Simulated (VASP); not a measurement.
A run of VASP 6.6.1:

The input INCAR:

```
PREC = Accurate
ENCUT = 520
EDIFF = 1E-6
ISMEAR = -1
SIGMA = 0.05
LREAL = F
LASPH = T
NELM = 60
ALGO = Normal
ISIF = 2
LWAVE = F
LCHARG = F
GGA = CA
NBANDS = 32
```

KPOINTS

```
Automatic mesh
0
Gamma
  9 9 5
```

Contents of POSCAR:

```
Lu
1.0
    3.5718056782      0.0000000000      0.0000000000
   -1.7859028391      3.0932744547      0.0000000000
    0.0000000000      0.0000000000      5.6597688160
Lu
2
Direct
    0.6666666667      0.3333333333      0.7500000000
    0.3333333333      0.6666666667      0.2500000000
```

Potentials or basis: VASP PAW PBE potentials, release 64 (Lu).

Run with:

```sh
$ cat potpaw_PBE.64/Lu/POTCAR > POTCAR
$ mpirun -np 1 vasp_std > vasp.out
```

Hardware: 1 thread of Intel Xeon 8259CL, with other jobs on the host.

Problem. How long does it take, and how much memory?

Solution. Run time: 100 s on 1 thread of Intel Xeon 8259CL, on a shared host, peak memory 0.2 GiB. Counts: scf iterations 12, k points 36.
